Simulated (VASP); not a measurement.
# NaCl (P4/mmm) in VASP: further runs

NaCl is run at these levels: PBEsol; tasks: electric field gradients.

All numbers are computed with VASP 6.6.1; they aren't measurements. Logs are shortened: lines on timing, memory, paths and dates and some standing lists are left out, and cuts for length are marked.

### 1 The cell of the first run

It takes space group P4/mmm (No. 123, tetragonal). The conventional cell has a = 2.831 Å, b = 2.831 Å, c = 2.860 Å, α = 90.00°, β = 90.00°, γ = 90.00°. Na (site symmetry 4/mmm) has 8 Cl at 2.46 Å and 6 Na at 2.83 to 2.86 Å within 3.2 Å. Cl (site symmetry 4/mmm) has 8 Na at 2.46 Å and 6 Cl at 2.83 to 2.86 Å within 3.2 Å.

### 2 Electric field gradients, PBEsol (equal xx and yy strain of -1 %)

File INCAR:

```
ALGO     = Normal         # electronic algorithm
EDIFF    = 1E-8           # SCF threshold, eV
ENCUT    = 520            # plane-wave cutoff, eV
GGA      = PS             # functional
ISIF     = 2              # what is computed and relaxed
ISMEAR   = -1             # smearing method
LASPH    = True           # aspherical terms in the spheres
LCHARG   = False          # write CHGCAR
LEFG     = True         
LREAL    = False          # projectors in reciprocal space
LWAVE    = False          # write WAVECAR
NBANDS   = 14             # bands
NELM     = 60             # most SCF steps
PREC     = Accurate       # precision mode
SIGMA    = 0.02           # smearing width, eV
```

File KPOINTS:

```
k-points
0
Gamma
  8 8 8
```

File POSCAR:

```
NaCl
1.0
    2.8314000000      0.0000000000      0.0000000000
    0.0000000000      2.8314000000      0.0000000000
    0.0000000000      0.0000000000      2.8600000000
Na Cl
1 1
Direct
    0.0000000000      0.0000000000      0.0000000000
    0.5000000000      0.5000000000      0.5000000000
```

Potentials or basis: VASP PAW PBE potentials, release 64 (Na_pv, Cl).

Launch:

```bash
$ cat potpaw_PBE.64/Na_pv/POTCAR potpaw_PBE.64/Cl/POTCAR > POTCAR
$ mpirun -np 1 vasp_std > vasp.out
```

OUTCAR:

```text
EDIFF = 1E-8
   ENCUT = 520
   GGA = PS
   ISIF = 2
   ISMEAR = -1
   LASPH = True
   LREAL = False
   NELM = 60
   PREC = Accurate

 ion  position               nearest neighbor table
   1  0.000  0.000  0.000-   2 2.46   2 2.46   2 2.46   2 2.46   2 2.46   2 2.46   2 2.46   2 2.46

   2  0.500  0.500  0.500-   1 2.46   1 2.46   1 2.46   1 2.46   1 2.46   1 2.46   1 2.46   1 2.46

  LATTYP: Found a simple tetragonal cell.
 ALAT       =     2.8314000000
 C/A-ratio  =     1.0101010101

  Lattice vectors:

 A1 = (   2.8314000000,   0.0000000000,   0.0000000000)
 A2 = (   0.0000000000,   2.8314000000,   0.0000000000)
 A3 = (   0.0000000000,   0.0000000000,   2.8600000000)

Analysis of symmetry for initial positions (statically):
=====================================================================
 Subroutine PRICEL returns:
 Original cell was already a primitive cell.

 Routine SETGRP: Setting up the symmetry group for a
 simple tetragonal supercell.

 Subroutine GETGRP returns: Found 16 space group operations
 (whereof 16 operations were pure point group operations)
 out of a pool of 16 trial point group operations.

The static configuration has the point symmetry D_4h.

Analysis of symmetry for dynamics (positions and initial velocities):
=====================================================================
 Subroutine PRICEL returns:
 Original cell was already a primitive cell.

 Routine SETGRP: Setting up the symmetry group for a
 simple tetragonal supercell.

 Subroutine GETGRP returns: Found 16 space group operations
 (whereof 16 operations were pure point group operations)
 out of a pool of 16 trial point group operations.

The dynamic configuration has the point symmetry D_4h.

 Subroutine INISYM returns: Found 16 space group operations
 (whereof 16 operations are pure point group operations),
 and found     1 'primitive' translations

----------------------------------------------------------------------------------------

                                     Primitive cell

  volume of cell :      22.9281

  direct lattice vectors                    reciprocal lattice vectors
[... 138 lines left out ...]
 cond. band min:      11.1816579725   @ k =   0.5000   0.0000   0.5000
 fundamental gap:      4.0718692417
 Fermi energy:         7.6131105789

 k-point     1 :       0.0000    0.0000    0.0000
  band No.  band energies     occupation
      1     -15.6035      2.00000
      2     -15.5950      2.00000
      3     -15.5950      2.00000
      4     -10.1273      2.00000
      5       5.6278      2.00000
      6       5.8114      2.00000
      7       5.8114      2.00000
      8      13.3684      0.00000
      9      13.5066      0.00000
     10      14.4511      0.00000
     11      24.8801      0.00000
     12      24.8801      0.00000
     13      25.1103      0.00000
     14      29.4899      0.00000
[... 377 lines left out ...]
      1     -16.0307      2.00000
      2     -15.6082      2.00000
      3     -15.5923      2.00000
      4      -8.1421      2.00000
      5       0.2566      2.00000
      6       5.2816      2.00000
      7       5.5001      2.00000
      8      16.7893      0.00000
      9      16.9766      0.00000
     10      17.6146      0.00000
     11      17.8898      0.00000
     12      22.8608      0.00000
     13      23.9444      0.00000
     14      24.5508      0.00000

 [... further k-points ...]

------------------------ aborting loop because EDIFF is reached ----------------------------------------

  FORCE on cell =-STRESS in cart. coord.  units (eV):
  Direction    XX          YY          ZZ          XY          YZ          ZX
  --------------------------------------------------------------------------------------
  -------------------------------------------------------------------------------------
  Total        9.4564558      9.4564558      9.0769291      0.0000000      0.0000000      0.0000000
  in kB      660.8006977    660.8006977    634.2800264      0.0000000      0.0000000      0.0000000
  external PRESSURE =     651.9604739 kB  Pullay stress =       0.0000000 kB

 VOLUME and BASIS-vectors are now :
 -----------------------------------------------------------------------------
  energy-cutoff  :      520.00
  volume of cell :       22.93
      direct lattice vectors                 reciprocal lattice vectors
     2.831400000  0.000000000  0.000000000     0.353182171  0.000000000  0.000000000
     0.000000000  2.831400000  0.000000000     0.000000000  0.353182171  0.000000000
     0.000000000  0.000000000  2.860000000     0.000000000  0.000000000  0.349650350

 POSITION                                       TOTAL-FORCE (eV/Angst)
 -----------------------------------------------------------------------------------
      0.00000      0.00000      0.00000         0.000000      0.000000      0.000000
      1.41570      1.41570      1.43000         0.000000      0.000000      0.000000
 -----------------------------------------------------------------------------------
    total drift:                                0.000000     -0.000000     -0.000000

  FREE ENERGIE OF THE ION-ELECTRON SYSTEM (eV)
  ---------------------------------------------------
  free  energy   TOTEN  =        -4.5965539658 eV

  energy  without entropy=       -4.5965539658  energy(sigma->0) =       -4.59655397

 Electric field gradients (V/A^2)
---------------------------------------------------------------------
 ion       V_xx      V_yy      V_zz      V_xy      V_xz      V_yz
---------------------------------------------------------------------
   1       0.329     0.329    -0.658    -0.000     0.000     0.000
   2      -2.836    -2.836     5.672    -0.000    -0.000    -0.000
---------------------------------------------------------------------

 Electric field gradients after diagonalization (V/A^2)
 (convention: |V_zz| > |V_xx| > |V_yy|)
----------------------------------------------------------------------
 ion       V_xx      V_yy      V_zz     asymmetry (V_yy - V_xx)/ V_zz
----------------------------------------------------------------------
   1       0.329     0.329    -0.658       0.000
   2      -2.836    -2.836     5.672       0.000
----------------------------------------------------------------------

           NMR quadrupolar parameters

 Cq : quadrupolar parameter    Cq=e*Q*V_zz/h
 eta: asymmetry parameters     (V_yy - V_xx)/ V_zz
 Q  : nuclear electric quadrupole moment in mb (millibarn)
----------------------------------------------------------------------
 ion       Cq(MHz)       eta       Q (mb)
----------------------------------------------------------------------
   1      -0.002       0.000       1.000
   2       0.014       0.000       1.000
----------------------------------------------------------------------
```

Run time: 25 s. Hardware: 1 thread of Intel Xeon 8259CL, shared host; peak memory 0.15 GiB.

What came out:

```
Free energy                             : -4.5966 eV
Pressure                                : 65.2 GPa
Band gap on the k mesh                  : 4.07 eV
Largest electric field gradient by atom : Na -0.7; Cl +5.7 V/Å²
```

Electric field gradients, principal values (V/Å²):
| atom | least | middle | greatest (by size) |
| --- | --- | --- | --- |
| 1 Na | 0.329 | 0.329 | -0.658 |
| 2 Cl | -2.836 | -2.836 | 5.672 |

Caveat: the cell differs from its parent crystal (equal xx and yy strain of -1 %); the cell stands under pressure; without QUAD_EFG the Cq values of the log hold for a quadrupole moment of 1 mb, not for the nuclei; the PAW data sets were made with another functional, which shifts forces and pressure a little. A k mesh can miss the band edges.

### 3 Electric field gradients, PBEsol (zz strain of +1 %)

File INCAR:

```
  PREC = Accurate
  ENCUT = 520
  EDIFF = 1E-8
  ISMEAR = -1
  SIGMA = 0.02
  LREAL = F
  LASPH = T
  NELM = 80
  ALGO = Normal
  ISIF = 2
  LWAVE = F
  LCHARG = F
  GGA = PS
  LEFG = T
  NBANDS = 14
```

File KPOINTS:

```
regular mesh
0
Gamma
  8 8 8
```

File POSCAR:

```
NaCl
1.0
    2.8600000000      0.0000000000      0.0000000000
    0.0000000000      2.8600000000      0.0000000000
    0.0000000000      0.0000000000      2.8886000000
Na Cl
1 1
Direct
    0.0000000000      0.0000000000      0.0000000000
    0.5000000000      0.5000000000      0.5000000000
```

Potentials or basis: VASP PAW PBE potentials, release 64 (Na_pv, Cl).

Launch:

```bash
$ cat potpaw_PBE.64/Na_pv/POTCAR potpaw_PBE.64/Cl/POTCAR > POTCAR
$ mpirun -np 1 vasp_std > vasp.out
```

OUTCAR:

```text
PREC = Accurate
   ENCUT = 520
   EDIFF = 1E-8
   ISMEAR = -1
   LREAL = F
   LASPH = T
   NELM = 80
   ISIF = 2
   GGA = PS

 ion  position               nearest neighbor table
   1  0.000  0.000  0.000-   2 2.49   2 2.49   2 2.49   2 2.49   2 2.49   2 2.49   2 2.49   2 2.49

   2  0.500  0.500  0.500-   1 2.49   1 2.49   1 2.49   1 2.49   1 2.49   1 2.49   1 2.49   1 2.49

  LATTYP: Found a simple tetragonal cell.
 ALAT       =     2.8600000000
 C/A-ratio  =     1.0100000000

  Lattice vectors:

 A1 = (   2.8600000000,   0.0000000000,   0.0000000000)
 A2 = (   0.0000000000,   2.8600000000,   0.0000000000)
 A3 = (   0.0000000000,   0.0000000000,   2.8886000000)

Analysis of symmetry for initial positions (statically):
=====================================================================
 Subroutine PRICEL returns:
 Original cell was already a primitive cell.

 Routine SETGRP: Setting up the symmetry group for a
 simple tetragonal supercell.

 Subroutine GETGRP returns: Found 16 space group operations
 (whereof 16 operations were pure point group operations)
 out of a pool of 16 trial point group operations.

The static configuration has the point symmetry D_4h.

Analysis of symmetry for dynamics (positions and initial velocities):
=====================================================================
 Subroutine PRICEL returns:
 Original cell was already a primitive cell.

 Routine SETGRP: Setting up the symmetry group for a
 simple tetragonal supercell.

 Subroutine GETGRP returns: Found 16 space group operations
 (whereof 16 operations were pure point group operations)
 out of a pool of 16 trial point group operations.
[... 553 lines left out ...]
      5       0.0659      2.00000
      6       4.9242      2.00000
      7       5.1131      2.00000
      8      16.3177      0.00000
      9      16.5617      0.00000
     10      17.0289      0.00000
     11      17.4569      0.00000
     12      22.3567      0.00000
     13      23.2192      0.00000
     14      24.0229      0.00000

 [... further k-points ...]

------------------------ aborting loop because EDIFF is reached ----------------------------------------

  FORCE on cell =-STRESS in cart. coord.  units (eV):
  Direction    XX          YY          ZZ          XY          YZ          ZX
  --------------------------------------------------------------------------------------
  -------------------------------------------------------------------------------------
  Total        8.6243290      8.6243290      8.2606780      0.0000000     -0.0000000      0.0000000
  in kB      584.8121998    584.8121998    560.1531780      0.0000000     -0.0000000      0.0000000
  external PRESSURE =     576.5925259 kB  Pullay stress =       0.0000000 kB

 VOLUME and BASIS-vectors are now :
 -----------------------------------------------------------------------------
  energy-cutoff  :      520.00
  volume of cell :       23.63
      direct lattice vectors                 reciprocal lattice vectors
     2.860000000  0.000000000  0.000000000     0.349650350  0.000000000  0.000000000
     0.000000000  2.860000000  0.000000000     0.000000000  0.349650350  0.000000000
     0.000000000  0.000000000  2.888600000     0.000000000  0.000000000  0.346188465

 POSITION                                       TOTAL-FORCE (eV/Angst)
 -----------------------------------------------------------------------------------
      0.00000      0.00000      0.00000         0.000000      0.000000      0.000000
      1.43000      1.43000      1.44430         0.000000      0.000000      0.000000
 -----------------------------------------------------------------------------------
    total drift:                                0.000000     -0.000000     -0.000000

  FREE ENERGIE OF THE ION-ELECTRON SYSTEM (eV)
  ---------------------------------------------------
  free  energy   TOTEN  =        -4.8648294046 eV

  energy  without entropy=       -4.8648294046  energy(sigma->0) =       -4.86482940

 Electric field gradients (V/A^2)
---------------------------------------------------------------------
 ion       V_xx      V_yy      V_zz      V_xy      V_xz      V_yz
---------------------------------------------------------------------
   1       0.317     0.317    -0.634    -0.000    -0.000    -0.000
   2      -2.762    -2.762     5.523     0.000     0.000     0.000
---------------------------------------------------------------------

 Electric field gradients after diagonalization (V/A^2)
 (convention: |V_zz| > |V_xx| > |V_yy|)
----------------------------------------------------------------------
 ion       V_xx      V_yy      V_zz     asymmetry (V_yy - V_xx)/ V_zz
----------------------------------------------------------------------
   1       0.317     0.317    -0.634       0.000
   2      -2.762    -2.762     5.523       0.000
----------------------------------------------------------------------

           NMR quadrupolar parameters

 Cq : quadrupolar parameter    Cq=e*Q*V_zz/h
 eta: asymmetry parameters     (V_yy - V_xx)/ V_zz
 Q  : nuclear electric quadrupole moment in mb (millibarn)
----------------------------------------------------------------------
 ion       Cq(MHz)       eta       Q (mb)
----------------------------------------------------------------------
   1      -0.002       0.000       1.000
   2       0.013       0.000       1.000
----------------------------------------------------------------------
```

OSZICAR:

```text
N       E                     dE             d eps       ncg     rms          rms(c)
DAV:   1     0.106686141868E+03    0.10669E+03   -0.73731E+03  2112   0.121E+03
DAV:   2     0.728304363604E+00   -0.10596E+03   -0.96583E+02  2402   0.321E+02
DAV:   3    -0.508110956686E+01   -0.58094E+01   -0.57809E+01  2658   0.676E+01
DAV:   4    -0.514219152207E+01   -0.61082E-01   -0.61065E-01  2484   0.708E+00
DAV:   5    -0.514304965009E+01   -0.85813E-03   -0.85810E-03  2804   0.884E-01    0.584E+00
DAV:   6    -0.491346675274E+01    0.22958E+00   -0.19686E-01  2990   0.650E+00    0.379E+00
DAV:   7    -0.486694132450E+01    0.46525E-01   -0.10828E-01  3132   0.387E+00    0.162E+00
DAV:   8    -0.486494297426E+01    0.19984E-02   -0.87745E-03  2394   0.110E+00    0.245E-01
DAV:   9    -0.486482568885E+01    0.11729E-03   -0.26348E-04  2866   0.292E-01    0.528E-02
DAV:  10    -0.486482898615E+01   -0.32973E-05   -0.24985E-05  2724   0.101E-01    0.824E-03
DAV:  11    -0.486482928651E+01   -0.30036E-06   -0.41821E-06  2664   0.258E-02    0.612E-03
DAV:  12    -0.486482939828E+01   -0.11177E-06   -0.22534E-07  2472   0.439E-03    0.834E-04
DAV:  13    -0.486482942794E+01   -0.29662E-07   -0.20077E-08  2586   0.967E-04    0.878E-04
DAV:  14    -0.486482940607E+01    0.21869E-07   -0.13357E-09  1656   0.293E-04    0.735E-05
DAV:  15    -0.486482940458E+01    0.14977E-08   -0.15274E-10  1512   0.113E-04
   1 F= -.48648294E+01 E0= -.48648294E+01  d E =-.242219E-12
```

stdout:

```text
POSCAR found type information on POSCAR NaCl
 POSCAR found :  2 types and       2 ions
 scaLAPACK will be used
 -----------------------------------------------------------------------------
|                                                                             |
|                                                                             |
|     You enforced a specific xc type in the INCAR file but a different       |
|     I HOPE YOU KNOW WHAT YOU ARE DOING!                                     |
|                                                                             |
 -----------------------------------------------------------------------------

 LDA part: xc-table for (Slater+PW92), standard interpolation
 POSCAR, INCAR and KPOINTS ok, starting setup
 FFT: planning ... GRIDC
 FFT: planning ... GRID_SOFT
 FFT: planning ... GRID
 WAVECAR not read
 entering main loop
ion   1

ion   2
```

Wall time 23 s (1 thread of Intel Xeon 8259CL, shared host); peak memory 0.15 GiB.

What came out:

```yaml
Free_energy: -4.8648 eV
Pressure: 57.7 GPa
Band_gap_on_the_k_mesh: 4.20 eV
Largest_electric_field_gradient_by_atom: Na -0.6; Cl +5.5 V/Å²
```

Electric field gradients, principal values (V/Å²):
```
atom   least  middle  greatest (by size)
1 Na   0.317   0.317              -0.634
2 Cl  -2.762  -2.762               5.523
```

Caveat: the cell differs from its parent crystal (zz strain of +1 %); the cell stands under pressure; without QUAD_EFG the Cq values of the log hold for a quadrupole moment of 1 mb, not for the nuclei; the PAW data sets were made with another functional, which shifts forces and pressure a little. A k mesh can miss the band edges.

(Continued in part 2 of 2.)
